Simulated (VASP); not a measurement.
# PbS (Fm-3m) in VASP: single point with PBE0

Aim: the single point of PbS with PBE0.

Program: VASP 6.6.1. These are calculated values, not measurements. Logs are shortened: lines on timing, memory, paths and dates and some standing lists are left out, and cuts for length are marked.

## 1. The cell of the first run

It takes space group Fm-3m (No. 225, cubic). The conventional cell has a = 5.941 Å, b = 5.941 Å, c = 5.941 Å, α = 90.00°, β = 90.00°, γ = 90.00°. Pb (site symmetry m-3m) has 6 S at 2.97 Å within 3.9 Å. Within 3.9 Å of S (site symmetry m-3m) lie 6 Pb at 2.97 Å.

## 2. Single point, PBE0

POSCAR

```
PbS
1.0
    0.0000000000      2.9705684010      2.9705684010
    2.9705684010      0.0000000000      2.9705684010
    2.9705684010      2.9705684010      0.0000000000
Pb S
1 1
Direct
    0.0000000000      0.0000000000      0.0000000000
    0.5000000000      0.5000000000      0.5000000000
```

INCAR.step1

```
SYSTEM = PbS
PREC = Accurate
ENCUT = 520
EDIFF = 1E-5
ISMEAR = 0
SIGMA = 0.01
LREAL = .False.
LASPH = .True.
NELM = 100
ALGO = Normal
ISIF = 2
LWAVE = .True.
LCHARG = .False.
GGA = PE
NBANDS = 17
```

INCAR.step2

```
SYSTEM = PbS
PREC = Accurate
ENCUT = 520
EDIFF = 1E-6
ISMEAR = 0
SIGMA = 0.01
LREAL = .False.
LASPH = .True.
NELM = 100
ALGO = Normal
ISIF = 2
LWAVE = .False.
LCHARG = .False.
GGA = PE
LHFCALC = .True.
AEXX = 0.25
PRECFOCK = Normal
ISTART = 1
NBANDS = 17
```

KPOINTS

```
regular mesh
0
Gamma
  6 6 6
  0 0 0
```

Potentials or basis: VASP PAW PBE potentials, release 64 (Pb_d, S).

Launch:

```sh
cat potpaw_PBE.64/Pb_d/POTCAR potpaw_PBE.64/S/POTCAR > POTCAR
cp INCAR.step1 INCAR
mpirun -np 1 vasp_std > vasp.out
cp INCAR.step2 INCAR
mpirun -np 1 vasp_std > vasp.out
```

OUTCAR:

```text
SYSTEM = PbS
   PREC = Accurate
   ENCUT = 520
   EDIFF = 1E-6
   ISMEAR = 0
   LREAL = .False.
   LASPH = .True.
   NELM = 100
   ISIF = 2
   GGA = PE
   LHFCALC = .True.
   AEXX = 0.25
   PRECFOCK = Normal
   ISTART = 1

 ion  position               nearest neighbor table
   1  0.000  0.000  0.000-   2 2.97   2 2.97   2 2.97   2 2.97   2 2.97   2 2.97
   2  0.500  0.500  0.500-   1 2.97   1 2.97   1 2.97   1 2.97   1 2.97   1 2.97

  LATTYP: Found a face centered cubic cell.
 ALAT       =     5.9411368020

  Lattice vectors:

 A1 = (   0.0000000000,   2.9705684010,   2.9705684010)
 A2 = (   2.9705684010,   0.0000000000,   2.9705684010)
 A3 = (   2.9705684010,   2.9705684010,   0.0000000000)

Analysis of symmetry for initial positions (statically):
=====================================================================
 Subroutine PRICEL returns:
 Original cell was already a primitive cell.

 Routine SETGRP: Setting up the symmetry group for a
 face centered cubic supercell.

 Subroutine GETGRP returns: Found 48 space group operations
 (whereof 48 operations were pure point group operations)
 out of a pool of 48 trial point group operations.

The static configuration has the point symmetry O_h .

Analysis of symmetry for dynamics (positions and initial velocities):
=====================================================================
 Subroutine PRICEL returns:
 Original cell was already a primitive cell.

 Routine SETGRP: Setting up the symmetry group for a
 face centered cubic supercell.

 Subroutine GETGRP returns: Found 48 space group operations
 (whereof 48 operations were pure point group operations)
 out of a pool of 48 trial point group operations.

The dynamic configuration has the point symmetry O_h .

 Subroutine INISYM returns: Found 48 space group operations
 (whereof 48 operations are pure point group operations),
 and found     1 'primitive' translations

----------------------------------------------------------------------------------------

                                     Primitive cell

  volume of cell :      52.4262

  direct lattice vectors                    reciprocal lattice vectors
     0.000000000  2.970568401  2.970568401    -0.168317956  0.168317956  0.168317956
     2.970568401  0.000000000  2.970568401     0.168317956 -0.168317956  0.168317956
     2.970568401  2.970568401  0.000000000     0.168317956  0.168317956 -0.168317956

[... 80 lines left out ...]
   ISIF   =      2    stress and relaxation
   ISYM   =      3    0-nonsym 1-usesym 2-fastsym
   POTIM  = 0.5000    time-step for ionic-motion
   TEBEG  =    0.0;   TEEND  =   0.0 temperature during run
   PSTRESS=    0.0 pullay stress
   NELECT =      20.0000    total number of electrons
   NUPDOWN=      -1.0000    fix difference up-down
   EMIN   =  10.00;   EMAX   =-10.00  energy-range for DOS
   EFERMI =   0.00;   METHOD = LEGACY
   ISMEAR =     0;   SIGMA  =   0.01  broadening in eV -4-tet -1-fermi 0-gaus
   EFERMI_NEDOS =   21; number of points for ismear=-14 and -15
   IALGO  =     38    algorithm
   IMIX   =      1    mixing-type and parameters
     AMIX     =   0.40;   BMIX     =  1.00
     AMIX_MAG =   1.60;   BMIX_MAG =  1.00
  volume/ion in A,a.u.               =      26.21       176.89
  Fermi-wavevector in a.u.,A,eV,Ry     =   1.187322  2.243714 19.180597  1.409734
  Thomas-Fermi vector in A             =   2.323476
   LORBIT       =      0    0 simple, 1 ext, 2 COOP (PROOUT), +10 PAW based schemes
   GGA     = PE    functional components
   LHFCALC =     T    Hartree Fock is set to
   PRECFOCK=normal    Normal, Fast or Accurate (Low or Medium for compatibility)
   ENCUT4O =  -1.0   cutoff for four orbital integrals eV
   NKREDX  =     1    reduce k-point grid by
   NKREDY  =     1    reduce k-point grid by
   NKREDZ  =     1    reduce k-point grid by
   AEXX    =    0.2500 exact exchange contribution
   HFSCREEN=    0.0000 screening length (either q_TF or 0.3 A-1)
   HFSCREENC=   0.0000 screening length for correlation (either q_TF or 0.3 A-1)
   ENCUTFOCK=  -1.0 apply spherical cutoff to Coloumb kernel
   IVDW    =     0    specifies the selected vdW correction
   LEPSILON=     F    determine dielectric tensor
   LRPA    =     F    only Hartree local field effects (RPA)
 non-spin polarized calculation
 Gauss-broadening in eV      SIGMA  =   0.01
  energy-cutoff  :      520.00
  volume of cell :       52.43
 maximum number of plane-waves:      1428
  NGX = 24; NGY = 24; NGZ = 24

 number of electron      19.9999999 magnetization

 Free energy of the ion-electron system (eV)
  ---------------------------------------------------
  ext. energy  EPLUGINS =         0.00000000
  ---------------------------------------------------
  free energy    TOTEN  =       -11.43026599 eV

  energy without entropy =      -11.43026599  energy(sigma->0) =      -11.43026599

 E-fermi :   5.2254     XC(G=0):  -7.6398

 val. band max:        5.1681886476   @ k =   0.5000   0.0000   0.0000
 cond. band min:       6.5882284151   @ k =   0.5000   0.0000   0.0000
 fundamental gap:      1.4200397675
 Fermi energy:         5.2253815162

 k-point     1 :       0.0000    0.0000    0.0000
  band No.  band energies     occupation
      1     -13.5205      2.00000
      2     -13.5205      2.00000
      3     -13.5205      2.00000
      4     -13.5171      2.00000
      5     -13.5171      2.00000
      6     -10.0523      2.00000
[... 297 lines left out ...]
      4     -13.4833      2.00000
      5     -13.4612      2.00000
      6      -8.2370      2.00000
[... 9 lines left out ...]
     16      18.7433      0.00000
     17      19.2401      0.00000

------------------------ aborting loop because EDIFF is reached ----------------------------------------

  FORCE on cell =-STRESS in cart. coord.  units (eV):
  Direction    XX          YY          ZZ          XY          YZ          ZX
  --------------------------------------------------------------------------------------
  -------------------------------------------------------------------------------------
  Total        0.2244339      0.2244339      0.2244339     -0.0000000     -0.0000000      0.0000000
  in kB        6.8588363      6.8588363      6.8588363     -0.0000000     -0.0000000      0.0000000
  external PRESSURE =       6.8588363 kB  Pullay stress =       0.0000000 kB

 VOLUME and BASIS-vectors are now :
 -----------------------------------------------------------------------------
  energy-cutoff  :      520.00
  volume of cell :       52.43
      direct lattice vectors                 reciprocal lattice vectors
     0.000000000  2.970568401  2.970568401    -0.168317956  0.168317956  0.168317956
     2.970568401  0.000000000  2.970568401     0.168317956 -0.168317956  0.168317956
     2.970568401  2.970568401  0.000000000     0.168317956  0.168317956 -0.168317956

 POSITION                                       TOTAL-FORCE (eV/Angst)
 -----------------------------------------------------------------------------------
      0.00000      0.00000      0.00000        -0.000000      0.000000      0.000000
      2.97057      2.97057      2.97057         0.000000     -0.000000     -0.000000
 -----------------------------------------------------------------------------------
    total drift:                               -0.000000     -0.000000     -0.000000

  FREE ENERGIE OF THE ION-ELECTRON SYSTEM (eV)
  ---------------------------------------------------
  free  energy   TOTEN  =       -11.4302659944 eV

  energy  without entropy=      -11.4302659944  energy(sigma->0) =      -11.43026599
```

Wall time 77 min (1 thread of Oxide Virtual Turin-like, shared host); peak memory 0.18 GiB.

Results:

- Free energy: -11.4303 eV
- Pressure: 0.7 GPa
- Band gap on the k mesh: 1.42 eV

Caveat: the PAW data sets were made with another functional, which shifts forces and pressure a little; spin-orbit coupling is left out, which moves the levels of the heavy elements.
